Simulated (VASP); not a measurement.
A run of VASP 6.6.1 is set up as follows.

The input INCAR:

```
SYSTEM = Li27H26Cl
ALGO     = Normal         ! electronic algorithm
EDIFF    = 1E-8           ! SCF threshold, eV
ENCUT    = 520            ! plane-wave cutoff, eV
GGA      = PE             ! functional
ISIF     = 2              ! what is computed and relaxed
ISMEAR   = -1             ! smearing method
LASPH    = .True.         ! aspherical terms in the spheres
LCHARG   = .False.        ! write CHGCAR
LEFG     = .True.       
LREAL    = Auto         
LWAVE    = .False.        ! write WAVECAR
NBANDS   = 90             ! bands
NELM     = 80             ! most SCF steps
PREC     = Accurate       ! precision mode
SIGMA    = 0.01           ! smearing width, eV
```

KPOINTS

```
k-points
0
Gamma
  3 3 3
  0 0 0
```

The input POSCAR:

```
Li27H26Cl
1.0
    0.0000000000      6.0258581757      6.0258581757
    6.0258581757      0.0000000000      6.0258581757
    6.0258581757      6.0258581757      0.0000000000
Li Cl H
27 1 26
Direct
    0.0000000000      0.0000000000      0.0000000000
    0.0000000000      0.0000000000      0.3333333333
    0.0000000000      0.0000000000      0.6666666667
    0.0000000000      0.3333333333      0.0000000000
    0.0000000000      0.3333333333      0.3333333333
    0.0000000000      0.3333333333      0.6666666667
    0.0000000000      0.6666666667      0.0000000000
    0.0000000000      0.6666666667      0.3333333333
    0.0000000000      0.6666666667      0.6666666667
    0.3333333333      0.0000000000      0.0000000000
    0.3333333333      0.0000000000      0.3333333333
    0.3333333333      0.0000000000      0.6666666667
    0.3333333333      0.3333333333      0.0000000000
    0.3333333333      0.3333333333      0.3333333333
    0.3333333333      0.3333333333      0.6666666667
    0.3333333333      0.6666666667      0.0000000000
    0.3333333333      0.6666666667      0.3333333333
    0.3333333333      0.6666666667      0.6666666667
    0.6666666667      0.0000000000      0.0000000000
    0.6666666667      0.0000000000      0.3333333333
    0.6666666667      0.0000000000      0.6666666667
    0.6666666667      0.3333333333      0.0000000000
    0.6666666667      0.3333333333      0.3333333333
    0.6666666667      0.3333333333      0.6666666667
    0.6666666667      0.6666666667      0.0000000000
    0.6666666667      0.6666666667      0.3333333333
    0.6666666667      0.6666666667      0.6666666667
    0.1666666667      0.1666666667      0.1666666667
    0.1666666667      0.1666666667      0.5000000000
    0.1666666667      0.1666666667      0.8333333333
    0.1666666667      0.5000000000      0.1666666667
    0.1666666667      0.5000000000      0.5000000000
    0.1666666667      0.5000000000      0.8333333333
    0.1666666667      0.8333333333      0.1666666667
    0.1666666667      0.8333333333      0.5000000000
    0.1666666667      0.8333333333      0.8333333333
    0.5000000000      0.1666666667      0.1666666667
    0.5000000000      0.1666666667      0.5000000000
    0.5000000000      0.1666666667      0.8333333333
    0.5000000000      0.5000000000      0.1666666667
    0.5000000000      0.5000000000      0.5000000000
    0.5000000000      0.5000000000      0.8333333333
    0.5000000000      0.8333333333      0.1666666667
    0.5000000000      0.8333333333      0.5000000000
    0.5000000000      0.8333333333      0.8333333333
    0.8333333333      0.1666666667      0.1666666667
    0.8333333333      0.1666666667      0.5000000000
    0.8333333333      0.1666666667      0.8333333333
    0.8333333333      0.5000000000      0.1666666667
    0.8333333333      0.5000000000      0.5000000000
    0.8333333333      0.5000000000      0.8333333333
    0.8333333333      0.8333333333      0.1666666667
    0.8333333333      0.8333333333      0.5000000000
    0.8333333333      0.8333333333      0.8333333333
```

Potentials or basis: VASP PAW PBE potentials, release 64 (Li_sv, Cl, H).

Run with:

```sh
$ cat potpaw_PBE.64/Li_sv/POTCAR potpaw_PBE.64/Cl/POTCAR potpaw_PBE.64/H/POTCAR > POTCAR
$ mpirun -np 1 vasp_std > vasp.out
```

Task: Predict the band gap on the k mesh.

Result: 3.58 eV.

Task: Estimate the largest force.

Result: 1.883 eV/Å.

Forces on the atoms (eV/Å):
```
Li  -0.031 -0.031 -0.031
Li   0.000  0.000 -1.883
Li   0.031  0.031 -0.031
Li   0.000 -1.883  0.000
Li   1.883  0.000  0.000
Li   0.007 -0.007  0.000
Li   0.031 -0.031  0.031
Li   0.007  0.000 -0.007
Li   0.000 -0.007 -0.007
Li  -1.883  0.000  0.000
Li   0.000  1.883  0.000
Li  -0.007  0.007  0.000
Li   0.000  0.000  1.883
Li   0.031  0.031  0.031
Li  -0.031 -0.031  0.031
Li  -0.007  0.000  0.007
Li  -0.031  0.031 -0.031
Li   0.000  0.007  0.007
Li  -0.031  0.031  0.031
Li   0.000  0.007 -0.007
Li  -0.007  0.000 -0.007
Li   0.000 -0.007  0.007
Li   0.031 -0.031 -0.031
Li   0.007  0.000  0.007
Li  -0.007 -0.007  0.000
Li   0.007  0.007  0.000
Li   0.000  0.000  0.000
Cl   0.000  0.000  0.000
H    0.066  0.066  0.000
H   -0.066 -0.066  0.000
H    0.066  0.000  0.066
H   -0.003  0.003  0.003
H    0.000 -0.066  0.066
H   -0.066  0.000 -0.066
H    0.000  0.066 -0.066
H    0.003 -0.003 -0.003
H    0.000  0.066  0.066
H    0.003 -0.003  0.003
H   -0.066  0.000  0.066
H    0.003  0.003 -0.003
H   -0.003 -0.003 -0.003
H    0.000  0.000  0.019
H   -0.066  0.066  0.000
H    0.000  0.019  0.000
H   -0.019  0.000  0.000
H    0.000 -0.066 -0.066
H    0.066  0.000 -0.066
H   -0.003  0.003 -0.003
H    0.066 -0.066  0.000
H    0.019  0.000  0.000
H    0.000 -0.019  0.000
H   -0.003 -0.003  0.003
H    0.000  0.000 -0.019
H    0.003  0.003  0.003
```

Caveat: without QUAD_EFG the Cq values of the log hold for a quadrupole moment of 1 mb, not for the nuclei.
